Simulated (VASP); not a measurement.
# Si6O in VASP: further runs

The runs below take Si6O through single point, with PBE.

All numbers are computed with VASP 6.6.1; they aren't measurements. Logs are shortened: lines on timing, memory, paths and dates and some standing lists are left out, and cuts for length are marked.

## Step 1: The cell of the first run

The cell holds a slab with vacuum, 7 atoms: a = 3.851 Å, b = 3.851 Å, c = 22.533 Å, α = 90.00°, β = 90.00°, γ = 120.00°.

## Step 2: Single point, PBE, collinear spin, ferromagnetic start

Contents of INCAR:

```
  ALGO = Fast
  DIPOL = 0.5 0.5 0.363
  EDIFF = 1E-7
  ENCUT = 520
  GGA = PE
  IDIPOL = 3
  ISIF = 2
  ISMEAR = 0
  ISPIN = 2
  LASPH = True
  LCHARG = False
  LDIPOL = True
  LORBIT = 11
  LREAL = False
  LWAVE = False
  MAGMOM = 0 0 0 0 0 0 2
  NBANDS = 28
  NELM = 150
  PREC = Accurate
  SIGMA = 0.05
```

Contents of KPOINTS:

```
k-points
0
Gamma
  9 9 1
```

Contents of POSCAR:

```
Si6O
1.0
    3.8512806261      0.0000000000      0.0000000000
   -1.9256403131      3.3353068593      0.0000000000
    0.0000000000      0.0000000000     22.5327139716
Si O
6 1
Direct
    0.6666666667      0.3333333333      0.1775196723
    0.3333333333      0.6666666667      0.2130730340
    0.3333333333      0.6666666667      0.3187592658
    0.6666666667      0.3333333333      0.3526875901
    0.6666666667      0.3333333333      0.4598337302
    0.3333333333      0.6666666667      0.4896309422
    0.5000000000      1.3333333333      0.5304981304
```

Potentials or basis: VASP PAW PBE potentials, release 64 (Si, O).

Command:

```console
cat potpaw_PBE.64/Si/POTCAR potpaw_PBE.64/O/POTCAR > POTCAR
mpirun -np 1 vasp_std > vasp.out
```

OUTCAR:

```text
EDIFF = 1E-7
   ENCUT = 520
   GGA = PE
   ISIF = 2
   ISMEAR = 0
   ISPIN = 2
   LASPH = True
   LORBIT = 11
   LREAL = False
   NELM = 150
   PREC = Accurate

 ion  position               nearest neighbor table
   1  0.667  0.333  0.178-   2 2.36   2 2.36   2 2.36
   2  0.333  0.667  0.213-   1 2.36   1 2.36   1 2.36   3 2.38
   3  0.333  0.667  0.319-   4 2.35   4 2.35   4 2.35   2 2.38
   4  0.667  0.333  0.353-   3 2.35   3 2.35   3 2.35   5 2.41
   5  0.667  0.333  0.460-   7 1.72   6 2.32   6 2.32   6 2.32   4 2.41
   6  0.333  0.667  0.490-   7 1.93   5 2.32   5 2.32   5 2.32   7 2.49
   7  0.500  0.333  0.530-   5 1.72   6 1.93   6 2.49

  LATTYP: Found a hexagonal cell.
 ALAT       =     3.8512806261
 C/A-ratio  =     5.8507068581

  Lattice vectors:

 A1 = (   3.8512806261,   0.0000000000,   0.0000000000)
 A2 = (  -1.9256403131,   3.3353068593,   0.0000000000)
 A3 = (   0.0000000000,   0.0000000000,  22.5327139716)

Analysis of symmetry for initial positions (statically):
=====================================================================
 Subroutine PRICEL returns:
 Original cell was already a primitive cell.

 Routine SETGRP: Setting up the symmetry group for a
 hexagonal supercell.

 Subroutine GETGRP returns: Found  1 space group operations
 (whereof  1 operations were pure point group operations)
 out of a pool of 24 trial point group operations.

The static configuration has the point symmetry C_1 .

Analysis of symmetry for dynamics (positions and initial velocities):
=====================================================================
 Subroutine PRICEL returns:
 Original cell was already a primitive cell.

 Routine SETGRP: Setting up the symmetry group for a
 hexagonal supercell.

 Subroutine GETGRP returns: Found  1 space group operations
 (whereof  1 operations were pure point group operations)
 out of a pool of 24 trial point group operations.

The dynamic configuration has the point symmetry C_1 .

Analysis of structural, dynamic, and magnetic symmetry:
=====================================================================
 Subroutine PRICEL returns:
 Original cell was already a primitive cell.

 Routine SETGRP: Setting up the symmetry group for a
 hexagonal supercell.

 Subroutine GETGRP returns: Found  1 space group operations
 (whereof  1 operations were pure point group operations)
 out of a pool of 24 trial point group operations.

The overall configuration has the point symmetry C_1 .

 Subroutine INISYM returns: Found  1 space group operations
 (whereof  1 operations are pure point group operations),
 and found     1 'primitive' translations

----------------------------------------------------------------------------------------

                                     Primitive cell

  volume of cell :     289.4373

  direct lattice vectors                    reciprocal lattice vectors
     3.851280626  0.000000000  0.000000000     0.259653891  0.149911244  0.000000000
    -1.925640313  3.335306859  0.000000000     0.000000000  0.299822488  0.000000000
     0.000000000  0.000000000 22.532713972     0.000000000  0.000000000  0.044379918

  length of vectors
     3.851280626  3.851280626 22.532713972     0.299822488  0.299822488  0.044379918

  position of ions in fractional coordinates (direct lattice)
     0.666666667  0.333333333  0.177519672
     0.333333333  0.666666667  0.213073034
     0.333333333  0.666666667  0.318759266
     0.666666667  0.333333333  0.352687590
     0.666666667  0.333333333  0.459833730
     0.333333333  0.666666667  0.489630942
     0.500000000  0.333333333  0.530498130

  ion indices of the primitive-cell ions
   primitive index   ion index
                 1           1
                 2           2
                 3           3
                 4           4
                 5           5
                 6           6
                 7           7

----------------------------------------------------------------------------------------

 KPOINTS: k-points

[... 57 lines left out ...]
 SYSTEM =  unknown system
   PREC   = accura    normal or accurate (medium, high low for compatibility)
   ISTART =      0    job   : 0-new  1-cont  2-samecut
   ICHARG =      2    charge: 1-file 2-atom 10-const
   ISPIN  =      2    spin polarized calculation?
   LNONCOLLINEAR =      F non collinear calculations
   LSORBIT =      F    spin-orbit coupling
   LASPH  =      T    aspherical Exc in radial PAW
   ENCUT  =  520.0 eV  38.22 Ry    6.18 a.u.   7.16  7.16 41.90*2*pi/ulx,y,z
   NELM   =    150;   NELMIN=  2; NELMDL= -5     # of ELM steps
   EDIFF  = 0.1E-06   stopping-criterion for ELM
   LREAL  =      F    real-space projection
   EDIFFG = 0.1E-05   stopping-criterion for IOM
   NSW    =      0    number of steps for IOM
   IBRION =     -1    ionic relax: 0-MD 1-quasi-New 2-CG
   NFREE  =      0    steps in history (QN), initial steepest desc. (CG)
   ISIF   =      2    stress and relaxation
   ISYM   =      2    0-nonsym 1-usesym 2-fastsym
   POTIM  = 0.5000    time-step for ionic-motion
   TEBEG  =    0.0;   TEEND  =   0.0 temperature during run
   PSTRESS=    0.0 pullay stress
   NELECT =      30.0000    total number of electrons
   NUPDOWN=      -1.0000    fix difference up-down
   EMIN   =  10.00;   EMAX   =-10.00  energy-range for DOS
   EFERMI =   0.00;   METHOD = LEGACY
   ISMEAR =     0;   SIGMA  =   0.05  broadening in eV -4-tet -1-fermi 0-gaus
   EFERMI_NEDOS =   21; number of points for ismear=-14 and -15
   IALGO  =     68    algorithm
   IMIX   =      4    mixing-type and parameters
     AMIX     =   0.40;   BMIX     =  1.00
     AMIX_MAG =   1.60;   BMIX_MAG =  1.00
  volume/ion in A,a.u.               =      41.35       279.03
  Fermi-wavevector in a.u.,A,eV,Ry     =   0.769007  1.453213  8.046106  0.591372
  Thomas-Fermi vector in A             =   1.869903
   LORBIT       =     11    0 simple, 1 ext, 2 COOP (PROOUT), +10 PAW based schemes
   GGA     = PE    functional components
   LHFCALC =     F    Hartree Fock is set to
   AEXX    =    0.0000 exact exchange contribution
   IVDW    =     0    specifies the selected vdW correction
   LEPSILON=     F    determine dielectric tensor
   LRPA    =     F    only Hartree local field effects (RPA)
 spin polarized calculation
 RMM-DIIS sequential band-by-band and
 Gauss-broadening in eV      SIGMA  =   0.05
  energy-cutoff  :      520.00
  volume of cell :      289.44
 maximum number of plane-waves:      7845
 NGX is ok and might be reduce to    30
   NGX = 15   NGY = 15   NGZ = 83

 dipolmoment           0.000000      0.000000     -0.012619 electrons x Angstroem

 number of electron      30.0000001 magnetization       0.0715245

 number of electron      30.0000001 magnetization      -0.4298233

 dipolmoment           0.000000      0.000000      0.047418 electrons x Angstroem

 Free energy of the ion-electron system (eV)
  ---------------------------------------------------
  ext. energy  EPLUGINS =         0.00000000
  ---------------------------------------------------
  free energy    TOTEN  =       -36.48228711 eV

  energy without entropy =      -36.47832265  energy(sigma->0) =      -36.48030488

 E-fermi :  -0.3356     XC(G=0):  -4.7796

 val. band max:       -0.3361513688   @ k =   0.1111   0.0000   0.0000
 cond. band min:      -0.3272645387   @ k =  -0.4444   0.4444   0.0000
 fundamental gap:      0.0088868301
 Fermi energy:        -0.3355949479

 spin component 1

 k-point     1 :       0.0000    0.0000    0.0000
  band No.  band energies     occupation
      1     -20.3433      1.00000
      2     -11.9930      1.00000
      3     -10.8735      1.00000
      4     -10.0275      1.00000
      5      -6.3187      1.00000
      6      -6.0799      1.00000
[... 709 lines left out ...]
     26       6.2606      0.00000
     27       6.4966      0.00000

 [... further k-points ...]

 spin component 2

 k-point     1 :       0.0000    0.0000    0.0000
  band No.  band energies     occupation
      1     -20.2734      1.00000
      2     -12.0318      1.00000
      3     -10.9490      1.00000
      4     -10.0312      1.00000
      5      -6.2961      1.00000
      6      -6.1607      1.00000
[... 709 lines left out ...]
     26       6.1145      0.00000
     27       6.3847      0.00000

 [... further k-points ...]

 [bands above 27 left out]

------------------------ aborting loop because EDIFF is reached ----------------------------------------

 vacuum level on the upper side and lower side of the slab       (xc-potential included)         0.267        -0.375

  FORCE on cell =-STRESS in cart. coord.  units (eV):
  Direction    XX          YY          ZZ          XY          YZ          ZX
  --------------------------------------------------------------------------------------
  -------------------------------------------------------------------------------------
  Total        1.3919306      1.4940265      0.4192586      1.4959419      1.9876742     -3.0627020
  in kB        7.7050187      8.2701696      2.3208018      8.2807725     11.0027520    -16.9535580
  external PRESSURE =       6.0986633 kB  Pullay stress =       0.0000000 kB

 VOLUME and BASIS-vectors are now :
 -----------------------------------------------------------------------------
  energy-cutoff  :      520.00
  volume of cell :      289.44
      direct lattice vectors                 reciprocal lattice vectors
     3.851280626  0.000000000  0.000000000     0.259653891  0.149911244  0.000000000
    -1.925640313  3.335306859  0.000000000     0.000000000  0.299822488  0.000000000
     0.000000000  0.000000000 22.532713972     0.000000000  0.000000000  0.044379918

 POSITION                                       TOTAL-FORCE (eV/Angst)
 -----------------------------------------------------------------------------------
      1.92564      1.11177      4.00000        -0.007408      0.005259      0.473866
     -0.00000      2.22354      4.80111        -0.024077     -0.023209     -0.602807
     -0.00000      2.22354      7.18251        -0.008881      0.041841     -0.035020
      1.92564      1.11177      7.94701        -0.101967     -0.079632      0.101600
      1.92564      1.11177     10.36130         1.871789     -0.427574     -0.227395
     -0.00000      2.22354     11.03271         0.829869     -1.154629      0.223520
      1.28376      1.11177     11.95356        -2.559325      1.637943      0.066236
 -----------------------------------------------------------------------------------
    total drift:                                0.000118      0.000042      0.001015

  FREE ENERGIE OF THE ION-ELECTRON SYSTEM (eV)
  ---------------------------------------------------
  free  energy   TOTEN  =       -36.4822871094 eV

  energy  without entropy=      -36.4783226531  energy(sigma->0) =      -36.48030488

 vacuum level on the upper side and lower side of the slab         5.130         4.473

 total charge

# of ion       s       p       d       tot
------------------------------------------
    1        0.799   0.839   0.000   1.639
    2        0.757   0.907   0.000   1.665
    3        0.765   0.911   0.000   1.676
    4        0.770   0.899   0.000   1.670
    5        0.741   0.927   0.000   1.668
    6        0.803   0.803   0.000   1.606
    7        1.599   3.381   0.000   4.980
--------------------------------------------------
tot          6.234   8.668   0.000  14.902

 magnetization (x)

# of ion       s       p       d       tot
------------------------------------------
    1       -0.026  -0.131   0.000  -0.157
    2       -0.003  -0.009   0.000  -0.012
    3       -0.006  -0.023   0.000  -0.030
    4        0.003   0.003   0.000   0.005
    5        0.000   0.007   0.000   0.007
    6       -0.002   0.024   0.000   0.022
    7        0.002   0.037   0.000   0.039
--------------------------------------------------
tot         -0.032  -0.093   0.000  -0.125
```

It took 36 min on 1 thread of Oxide Virtual Turin-like, shared host; peak memory 0.77 GiB.

Results:

```
Free energy                                           : -36.4823 eV
Largest force                                         : 3.039 eV/Å
Net moment                                            : -0.43 μB per cell
Site moments                                          : Si -0.16, -0.01, -0.03, +0.01, +0.02 (each value once); O +0.04 μB
Valence electrons inside the program's atomic spheres : Si 1.64, 1.67, 1.68, 1.61 (each value once); O 4.98
```

Forces in eV/Å, atoms in the order of the input:
```
Si  -0.007  0.005  0.474
Si  -0.024 -0.023 -0.603
Si  -0.009  0.042 -0.035
Si  -0.102 -0.080  0.102
Si   1.872 -0.428 -0.227
Si   0.830 -1.155  0.224
O   -2.559  1.638  0.066
```

Levels at points of the mesh, in eV from the Fermi level:
Spin up:
| k point | band 13 | band 14 | band 15 | band 16 | band 17 | band 18 |
| --- | --- | --- | --- | --- | --- | --- |
| (0.00, 0.00, 0.00) | -0.24 | -0.11 | -0.05 | 1.01 | 1.46 | 1.67 |
Spin down:
| k point | band 11 | band 12 | band 13 | band 14 | band 15 | band 16 | band 17 | band 18 | band 19 | band 20 |
| --- | --- | --- | --- | --- | --- | --- | --- | --- | --- | --- |
| (0.00, 0.00, 0.00) | -1.16 | -0.64 | -0.58 | -0.24 | -0.13 | 0.98 | 1.38 | 1.67 | 2.48 | 2.61 |

Caveat: a moment this small can come from the mesh or the smearing.

## Step 3: Single point, PBE, collinear spin, ferromagnetic start

Contents of INCAR:

```
SYSTEM = Si6O
ALGO = Fast ; DIPOL = 0.5 0.5 0.364
EDIFF = 1E-6 ; ENCUT = 520
GGA = PE ; IDIPOL = 3
ISIF = 2 ; ISMEAR = 0
ISPIN = 2 ; LASPH = .TRUE.
LCHARG = .FALSE. ; LDIPOL = .TRUE.
LORBIT = 11 ; LREAL = .FALSE.
LWAVE = .FALSE. ; MAGMOM = 0 0 0 0 0 0 2
NBANDS = 28 ; NELM = 150
PREC = Accurate ; SIGMA = 0.05
```

Contents of KPOINTS:

```
k-points
0
G
  9 9 1
  0 0 0
```

POSCAR, as its differences from that of step 2:

```diff
@@ -14,2 +14,2 @@
     0.3333333333      0.6666666667      0.4896309422
-    0.5000000000      1.3333333333      0.5304981304
+    0.3333333333      1.0000000000      0.5340802766
```

Potentials or basis: VASP PAW PBE potentials, release 64 (Si, O).

Command:

```console
cat potpaw_PBE.64/Si/POTCAR potpaw_PBE.64/O/POTCAR > POTCAR
mpirun -np 1 vasp_std > vasp.out
```

It took 35 min on 1 thread of Oxide Virtual Turin-like, shared host; peak memory 0.77 GiB.

The run converged. Its results:

- Free energy: -36.9288 eV
- Largest force: 1.079 eV/Å
- Net moment: -0.64 μB per cell
- Site moments: Si -0.18, -0.01, -0.04, -0.00 (each value once); O +0.03 μB
- Valence electrons inside the program's atomic spheres: Si 1.64, 1.67, 1.68, 1.66 (each value once); O 4.99

Forces in eV/Å, atoms in the order of the input:
```
Si  -0.025 -0.026  0.479
Si  -0.003  0.009 -0.643
Si   0.062 -0.001 -0.035
Si  -0.225  0.009  0.145
Si   0.025  0.232  0.276
Si  -0.637 -0.814 -0.311
O    0.802  0.591  0.088
```

Levels at points of the mesh, in eV from the Fermi level:
Spin up:
| k point | band 12 | band 13 | band 14 | band 15 | band 16 | band 17 | band 18 | band 19 |
| --- | --- | --- | --- | --- | --- | --- | --- | --- |
| (0.00, 0.00, 0.00) | -0.57 | -0.19 | -0.04 | 0.05 | 0.93 | 1.47 | 1.96 | 2.57 |
Spin down:
```
           k point  band 12  band 13  band 14  band 15  band 16  band 17  band 18  band 19
(0.00, 0.00, 0.00)    -0.67    -0.47    -0.24    -0.08     0.82     1.38     1.93     2.51
```

Caveat: a moment this small can come from the mesh or the smearing.
